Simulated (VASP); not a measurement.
# PbS (I4/mmm) in VASP: further runs

Runs on PbS. Level: r2SCAN. Tasks: single point.

Program: VASP 6.6.1. These are calculated values, not measurements. Logs are shortened: lines on timing, memory, paths and dates and some standing lists are left out, and cuts for length are marked.

### 1 The cell of the first run

The structure is tetragonal, space group I4/mmm (No. 139). Conventional cell: a = 4.088 Å, b = 4.088 Å, c = 5.930 Å, α = 90.00°, β = 90.00°, γ = 90.00°. Within 3.8 Å of Pb (site symmetry 4/mmm) lie 6 S at 2.89 to 2.96 Å. Within 3.8 Å of S (site symmetry 4/mmm) lie 6 Pb at 2.89 to 2.96 Å.

### 2 Single point, r2SCAN (strain -0.025 along x and y, +0.000 along z)

File POSCAR:

```
PbS
1.0
    0.0000000000      2.8908750000      2.9650000000
    2.8908750000      0.0000000000      2.9650000000
    2.8908750000      2.8908750000      0.0000000000
Pb S
1 1
Direct
    0.0000000000      0.0000000000      0.0000000000
    0.5000000000      0.5000000000      0.5000000000
```

File INCAR.step1:

```
SYSTEM = PbS
ALGO = Normal
EDIFF = 1E-5
ENCUT = 550
GGA = PE
GGA_COMPAT = .FALSE.
ISMEAR = 0
LASPH = .TRUE.
LCHARG = .FALSE.
LREAL = .FALSE.
LWAVE = .TRUE.
NBANDS = 17
NELM = 120
PREC = Accurate
SIGMA = 0.05
```

File INCAR.step2:

```
SYSTEM = PbS
ALGO = Normal
EDIFF = 1E-6
ENCUT = 550
GGA_COMPAT = .FALSE.
ISIF = 2
ISMEAR = 0
ISTART = 1
LASPH = .TRUE.
LCHARG = .TRUE.
LELF = .TRUE.
LMIXTAU = .TRUE.
LREAL = .FALSE.
LVHAR = .TRUE.
LWAVE = .FALSE.
METAGGA = R2SCAN
NBANDS = 17
NELM = 120
PREC = Accurate
SIGMA = 0.05
```

File KPOINTS:

```
k-points
0
G
  8 8 8
  0 0 0
```

Potentials or basis: VASP PAW PBE potentials, release 64 (Pb_d, S).

The run is started by

```
cat potpaw_PBE.64/Pb_d/POTCAR potpaw_PBE.64/S/POTCAR > POTCAR
cp INCAR.step1 INCAR
mpirun -np 1 vasp_std > vasp.out
cp INCAR.step2 INCAR
mpirun -np 1 vasp_std > vasp.out
```

OUTCAR:

```text
SYSTEM = PbS
   EDIFF = 1E-6
   ENCUT = 550
   ISIF = 2
   ISMEAR = 0
   ISTART = 1
   LASPH = .TRUE.
   LREAL = .FALSE.
   METAGGA = R2SCAN
   NELM = 120
   PREC = Accurate

 ion  position               nearest neighbor table
   1  0.000  0.000  0.000-   2 2.89   2 2.89   2 2.89   2 2.89   2 2.96   2 2.96
   2  0.500  0.500  0.500-   1 2.89   1 2.89   1 2.89   1 2.89   1 2.96   1 2.96

  LATTYP: Found a body centered tetragonal cell.
 ALAT       =     4.0883146321
 C/A-ratio  =     1.4504754486

  Lattice vectors:

 A1 = (  -2.8908750000,   0.0000000000,   2.9650000000)
 A2 = (   2.8908750000,   0.0000000000,   2.9650000000)
 A3 = (   0.0000000000,   2.8908750000,  -2.9650000000)

Analysis of symmetry for initial positions (statically):
=====================================================================
 Subroutine PRICEL returns:
 Original cell was already a primitive cell.

 Routine SETGRP: Setting up the symmetry group for a
 body centered tetragonal supercell.

 Subroutine GETGRP returns: Found 16 space group operations
 (whereof 16 operations were pure point group operations)
 out of a pool of 16 trial point group operations.

The static configuration has the point symmetry D_4h.

Analysis of symmetry for dynamics (positions and initial velocities):
=====================================================================
 Subroutine PRICEL returns:
 Original cell was already a primitive cell.

 Routine SETGRP: Setting up the symmetry group for a
 body centered tetragonal supercell.

 Subroutine GETGRP returns: Found 16 space group operations
 (whereof 16 operations were pure point group operations)
 out of a pool of 16 trial point group operations.

The dynamic configuration has the point symmetry D_4h.

 Subroutine INISYM returns: Found 16 space group operations
 (whereof 16 operations are pure point group operations),
 and found     1 'primitive' translations

----------------------------------------------------------------------------------------

                                     Primitive cell

  volume of cell :      49.5579

  direct lattice vectors                    reciprocal lattice vectors
     0.000000000  2.890875000  2.965000000    -0.172958014  0.172958014  0.168634064
     2.890875000  0.000000000  2.965000000     0.172958014 -0.172958014  0.168634064
     2.890875000  2.890875000  0.000000000     0.172958014  0.172958014 -0.168634064

  length of vectors
     4.141060645  4.141060645  4.088314632     0.297096612  0.297096612  0.297096612

  position of ions in fractional coordinates (direct lattice)
     0.000000000  0.000000000  0.000000000
     0.500000000  0.500000000  0.500000000

  ion indices of the primitive-cell ions
   primitive index   ion index
                 1           1
                 2           2

----------------------------------------------------------------------------------------

 KPOINTS: k-points

Automatic generation of k-mesh.
 Grid dimensions read from file:
 generate k-points for:    8    8    8

 Generating k-lattice:

  Cartesian coordinates                     Fractional coordinates (reciprocal lattice)
    -0.021619752  0.021619752  0.021079258     0.125000000  0.000000000  0.000000000
     0.021619752 -0.021619752  0.021079258     0.000000000  0.125000000  0.000000000
     0.021619752  0.021619752 -0.021079258     0.000000000  0.000000000  0.125000000

  Length of vectors
     0.037137077  0.037137077  0.037137077

  Shift w.r.t. Gamma in fractional coordinates (k-lattice)
     0.000000000  0.000000000  0.000000000

 Subroutine IBZKPT returns following result:
 ===========================================

 Found     59 irreducible k-points:

 Following reciprocal coordinates:
            Coordinates               Weight
  0.000000  0.000000  0.000000      1.000000
  0.125000 -0.000000  0.000000      8.000000
  0.250000 -0.000000  0.000000      8.000000
  0.375000 -0.000000  0.000000      8.000000
  0.500000 -0.000000  0.000000      4.000000
  0.125000  0.125000  0.000000      2.000000
[... 16 lines left out ...]
  0.250000 -0.000000  0.125000     16.000000
  0.375000 -0.000000  0.125000     16.000000
 [... further k-points ...]
   k-points           NKPTS =     59   k-points in BZ     NKDIM =     59   number of bands    NBANDS=     17
   number of dos      NEDOS =    301   number of ions     NIONS =      2
   total plane-waves  NPLWV =  32768
   dimension x,y,z NGX =    32 NGY =   32 NGZ =   32
   dimension x,y,z NGXF=    64 NGYF=   64 NGZF=   64
   ions per type =               1   1
   NGX,Y,Z   is equivalent  to a cutoff of  12.85, 12.85, 13.01 a.u.
   NGXF,Y,Z  is equivalent  to a cutoff of  25.69, 25.69, 26.02 a.u.
 SYSTEM =  PbS
   PREC   = accura    normal or accurate (medium, high low for compatibility)
   ISTART =      1    job   : 0-new  1-cont  2-samecut
   ICHARG =      0    charge: 1-file 2-atom 10-const
   ISPIN  =      1    spin polarized calculation?
   LNONCOLLINEAR =      F non collinear calculations
   LSORBIT =      F    spin-orbit coupling
   LASPH  =      T    aspherical Exc in radial PAW
   ENCUT  =  550.0 eV  40.42 Ry    6.36 a.u.   7.92  7.92  7.82*2*pi/ulx,y,z
   NELM   =    120;   NELMIN=  2; NELMDL=  0     # of ELM steps
   EDIFF  = 0.1E-05   stopping-criterion for ELM
   LREAL  =      F    real-space projection
   EDIFFG = 0.1E-04   stopping-criterion for IOM
   NSW    =      0    number of steps for IOM
   IBRION =     -1    ionic relax: 0-MD 1-quasi-New 2-CG
   NFREE  =      0    steps in history (QN), initial steepest desc. (CG)
   ISIF   =      2    stress and relaxation
   ISYM   =      2    0-nonsym 1-usesym 2-fastsym
   POTIM  = 0.5000    time-step for ionic-motion
   TEBEG  =    0.0;   TEEND  =   0.0 temperature during run
   PSTRESS=    0.0 pullay stress
   NELECT =      20.0000    total number of electrons
   NUPDOWN=      -1.0000    fix difference up-down
   EMIN   =  10.00;   EMAX   =-10.00  energy-range for DOS
   EFERMI =   0.00;   METHOD = LEGACY
   ISMEAR =     0;   SIGMA  =   0.05  broadening in eV -4-tet -1-fermi 0-gaus
   EFERMI_NEDOS =   21; number of points for ismear=-14 and -15
   IALGO  =     38    algorithm
   IMIX   =      4    mixing-type and parameters
     AMIX     =   0.40;   BMIX     =  1.00
     AMIX_MAG =   1.60;   BMIX_MAG =  1.00
  volume/ion in A,a.u.               =      24.78       167.22
  Fermi-wavevector in a.u.,A,eV,Ry     =   1.209800  2.286191 19.913718  1.463617
  Thomas-Fermi vector in A             =   2.345367
   LORBIT       =      0    0 simple, 1 ext, 2 COOP (PROOUT), +10 PAW based schemes
   METAGGA = R2SCAN    functional components
   LHFCALC =     F    Hartree Fock is set to
   AEXX    =    0.0000 exact exchange contribution
   IVDW    =     0    specifies the selected vdW correction
   LEPSILON=     F    determine dielectric tensor
   LRPA    =     F    only Hartree local field effects (RPA)
 non-spin polarized calculation
 Gauss-broadening in eV      SIGMA  =   0.05
  energy-cutoff  :      550.00
  volume of cell :       49.56
 maximum number of plane-waves:      1468
   NGX = 15   NGY = 15   NGZ = 15

 number of electron      19.9999998 magnetization

 Free energy of the ion-electron system (eV)
  ---------------------------------------------------
  ext. energy  EPLUGINS =         0.00000000
  ---------------------------------------------------
  free energy    TOTEN  =       -65.54575911 eV

  energy without entropy =      -65.54575911  energy(sigma->0) =      -65.54575911

 E-fermi :   6.7017     XC(G=0): -10.5179

 val. band max:        6.5094906631   @ k =   0.5000  -0.0000   0.0000
 cond. band min:       6.8942600631   @ k =   0.5000  -0.0000   0.0000
 fundamental gap:      0.3847694000
 Fermi energy:         6.7017128853

 k-point     1 :       0.0000    0.0000    0.0000
  band No.  band energies     occupation
      1     -11.1408      2.00000
      2     -11.1408      2.00000
      3     -11.1366      2.00000
      4     -11.1361      2.00000
      5     -11.1176      2.00000
      6      -8.3101      2.00000
[... 9 lines left out ...]
     16      13.4584      0.00000
     17      15.3360      0.00000

 k-point     2 :       0.1250   -0.0000    0.0000
  band No.  band energies     occupation
      1     -11.1427      2.00000
      2     -11.1389      2.00000
      3     -11.1371      2.00000
      4     -11.1280      2.00000
      5     -11.1204      2.00000
      6      -8.1628      2.00000
[... 9 lines left out ...]
     16      13.8515      0.00000
     17      16.6181      0.00000

 k-point     3 :       0.2500   -0.0000    0.0000
  band No.  band energies     occupation
      1     -11.1559      2.00000
      2     -11.1455      2.00000
      3     -11.1380      2.00000
      4     -11.1099      2.00000
      5     -11.1067      2.00000
      6      -7.7524      2.00000
[... 9 lines left out ...]
     16      14.7153      0.00000
     17      18.7843      0.00000

 k-point     4 :       0.3750   -0.0000    0.0000
  band No.  band energies     occupation
      1     -11.1692      2.00000
      2     -11.1604      2.00000
      3     -11.1378      2.00000
      4     -11.0928      2.00000
      5     -11.0852      2.00000
      6      -7.2163      2.00000
[... 9 lines left out ...]
     16      16.0359      0.00000
     17      18.9992      0.00000

 k-point     5 :       0.5000   -0.0000    0.0000
  band No.  band energies     occupation
      1     -11.1748      2.00000
      2     -11.1668      2.00000
      3     -11.1379      2.00000
      4     -11.0854      2.00000
      5     -11.0763      2.00000
      6      -6.9251      2.00000
[... 9 lines left out ...]
     16      16.9968      0.00000
     17      17.6016      0.00000

 k-point     6 :       0.1250    0.1250    0.0000
  band No.  band energies     occupation
      1     -11.1566      2.00000
      2     -11.1404      2.00000
      3     -11.1309      2.00000
      4     -11.1309      2.00000
      5     -11.1135      2.00000
      6      -8.1156      2.00000
[... 9 lines left out ...]
     16      14.7151      0.00000
     17      16.3586      0.00000

 k-point     7 :       0.2500    0.1250    0.0000
  band No.  band energies     occupation
      1     -11.1786      2.00000
      2     -11.1401      2.00000
      3     -11.1290      2.00000
      4     -11.1195      2.00000
      5     -11.1046      2.00000
      6      -7.7907      2.00000
[... 9 lines left out ...]
     16      15.4830      0.00000
     17      17.7852      0.00000

 k-point     8 :       0.3750    0.1250    0.0000
  band No.  band energies     occupation
      1     -11.1945      2.00000
      2     -11.1420      2.00000
      3     -11.1346      2.00000
      4     -11.1056      2.00000
      5     -11.0893      2.00000
      6      -7.2847      2.00000
[... 9 lines left out ...]
     16      16.5230      0.00000
     17      18.9989      0.00000
[... 203 lines left out ...]
      1     -11.3252      2.00000
      2     -11.1564      2.00000
      3     -11.0994      2.00000
      4     -11.0790      2.00000
      5     -11.0742      2.00000
      6      -6.5396      2.00000
[... 9 lines left out ...]
     16      18.7104      0.00000
     17      18.7854      0.00000

 k-point    20 :      -0.3750    0.3750    0.0000
  band No.  band energies     occupation
      1     -11.2922      2.00000
      2     -11.1367      2.00000
      3     -11.1165      2.00000
      4     -11.0923      2.00000
      5     -11.0796      2.00000
      6      -6.4477      2.00000
[... 9 lines left out ...]
     16      18.0178      0.00000
     17      19.5006      0.00000

 k-point    21 :       0.5000    0.5000    0.0000
  band No.  band energies     occupation
      1     -11.3526      2.00000
      2     -11.1652      2.00000
      3     -11.0896      2.00000
      4     -11.0704      2.00000
      5     -11.0704      2.00000
      6      -6.4603      2.00000
[... 9 lines left out ...]
     16      19.1905      0.00000
     17      19.1905      0.00000

 k-point    22 :       0.1250    0.0000    0.1250
  band No.  band energies     occupation
      1     -11.1455      2.00000
      2     -11.1406      2.00000
      3     -11.1313      2.00000
      4     -11.1252      2.00000
      5     -11.1245      2.00000
      6      -8.1063      2.00000
[... 9 lines left out ...]
     16      14.7313      0.00000
     17      15.8327      0.00000

 k-point    23 :       0.2500   -0.0000    0.1250
  band No.  band energies     occupation
      1     -11.1629      2.00000
      2     -11.1461      2.00000
      3     -11.1355      2.00000
      4     -11.1170      2.00000
      5     -11.1039      2.00000
      6      -7.7689      2.00000
[... 9 lines left out ...]
     16      15.5265      0.00000
     17      17.2545      0.00000

 k-point    24 :       0.3750   -0.0000    0.1250
  band No.  band energies     occupation
      1     -11.1846      2.00000
      2     -11.1494      2.00000
      3     -11.1403      2.00000
      4     -11.1047      2.00000
      5     -11.0832      2.00000
      6      -7.2522      2.00000
[... 9 lines left out ...]
     16      16.6313      0.00000
     17      18.7921      0.00000

 [... further k-points ...]

------------------------ aborting loop because EDIFF is reached ----------------------------------------

  FORCE on cell =-STRESS in cart. coord.  units (eV):
  Direction    XX          YY          ZZ          XY          YZ          ZX
  --------------------------------------------------------------------------------------
  -------------------------------------------------------------------------------------
  Total        1.9900118      1.9900118      0.7133866      0.0000000     -0.0000000      0.0000000
  in kB       64.3358314     64.3358314     23.0633413      0.0000000     -0.0000000      0.0000000
  external PRESSURE =      50.5783347 kB  Pullay stress =       0.0000000 kB

 VOLUME and BASIS-vectors are now :
 -----------------------------------------------------------------------------
  energy-cutoff  :      550.00
  volume of cell :       49.56
      direct lattice vectors                 reciprocal lattice vectors
     0.000000000  2.890875000  2.965000000    -0.172958014  0.172958014  0.168634064
     2.890875000  0.000000000  2.965000000     0.172958014 -0.172958014  0.168634064
     2.890875000  2.890875000  0.000000000     0.172958014  0.172958014 -0.168634064

 POSITION                                       TOTAL-FORCE (eV/Angst)
 -----------------------------------------------------------------------------------
      0.00000      0.00000      0.00000        -0.000000      0.000000      0.000000
      2.89087      2.89087      2.96500         0.000000     -0.000000     -0.000000
 -----------------------------------------------------------------------------------
    total drift:                                0.000000     -0.000000     -0.000000

  FREE ENERGIE OF THE ION-ELECTRON SYSTEM (eV)
  ---------------------------------------------------
  free  energy   TOTEN  =       -65.5457591080 eV

  energy  without entropy=      -65.5457591078  energy(sigma->0) =      -65.54575911
```

Run time: 100 s. Hardware: 1 thread of AMD EPYC 9R45 (Zen 5), shared host; peak memory 0.19 GiB.

Results:

```
Free energy            : -65.5458 eV
Pressure               : 5.1 GPa
Band gap on the k mesh : 0.38 eV
```

Caveat: the cell differs from its parent crystal (strain -0.025 along x and y, +0.000 along z); the cell stands under pressure; the PAW data sets were made with another functional, which shifts forces and pressure a little; spin-orbit coupling is left out, which moves the levels of the heavy elements. A k mesh can miss the band edges.

### 3 Single point, r2SCAN (strain +0.000 along x and y, -0.025 along z)

File POSCAR:

```
PbS
1.0
    0.0000000000      2.9650000000      2.8908750000
    2.9650000000      0.0000000000      2.8908750000
    2.9650000000      2.9650000000      0.0000000000
Pb S
1 1
Direct
    0.0000000000      0.0000000000      0.0000000000
    0.5000000000      0.5000000000      0.5000000000
```

File INCAR.step1:

```
PREC = Accurate
ENCUT = 550
ISMEAR = 0
SIGMA = 0.05
LREAL = False
LASPH = True
NELM = 120
NBANDS = 17
GGA = PE
ALGO = Normal
EDIFF = 1E-5
LWAVE = True
LCHARG = False
GGA_COMPAT = False
```

File INCAR.step2:

```
PREC = Accurate
ENCUT = 550
EDIFF = 1E-6
ISMEAR = 0
SIGMA = 0.05
LREAL = False
LASPH = True
NELM = 120
ALGO = Normal
ISIF = 2
LWAVE = False
LCHARG = True
METAGGA = R2SCAN
LMIXTAU = True
LELF = True
LVHAR = True
NBANDS = 17
ISTART = 1
GGA_COMPAT = False
```

File KPOINTS:

```
Automatic mesh
0
Gamma
  8 8 8
```

Potentials or basis: VASP PAW PBE potentials, release 64 (Pb_d, S).

The run is started by

```
cat potpaw_PBE.64/Pb_d/POTCAR potpaw_PBE.64/S/POTCAR > POTCAR
cp INCAR.step1 INCAR
mpirun -np 1 vasp_std > vasp.out
cp INCAR.step2 INCAR
mpirun -np 1 vasp_std > vasp.out
```

Wall time 1.9 min (1 thread of AMD EPYC 9R45 (Zen 5), shared host); peak memory 0.19 GiB.

It converged, with:

| Quantity | Value |
| --- | --- |
| Free energy | -65.5781 eV |
| Pressure | 3.2 GPa |
| Band gap on the k mesh | 0.49 eV |

Stress tensor (GPa, compression positive):
```
1.83 0.00 0.00
0.00 1.83 0.00
0.00 0.00 5.85
```

Levels at points of the mesh, in eV from the valence-band top:
| k point | band 6 | band 7 | band 8 | band 9 | band 10 | band 11 | band 12 | band 13 | band 14 | band 15 |
| --- | --- | --- | --- | --- | --- | --- | --- | --- | --- | --- |
| (0.00, 0.00, 0.00) | -14.53 | -6.10 | -2.68 | -2.46 | -2.46 | 5.37 | 5.37 | 6.01 | 6.96 | 6.96 |
| (0.50, 0.00, 0.00) | -13.21 | -9.35 | -2.14 | -2.08 | 0.00 | 0.50 | 1.98 | 2.15 | 9.15 | 10.42 |
| (0.50, 0.50, 0.00) | -12.59 | -7.56 | -5.72 | -3.89 | -3.89 | 3.90 | 6.04 | 6.04 | 6.25 | 11.63 |
| (0.50, 0.00, 0.50) | -12.74 | -7.41 | -5.67 | -3.98 | -3.71 | 4.01 | 5.89 | 5.94 | 6.50 | 11.60 |

Caveat: the cell differs from its parent crystal (strain +0.000 along x and y, -0.025 along z); the cell stands under pressure; the PAW data sets were made with another functional, which shifts forces and pressure a little; spin-orbit coupling is left out, which moves the levels of the heavy elements. A k mesh can miss the band edges.
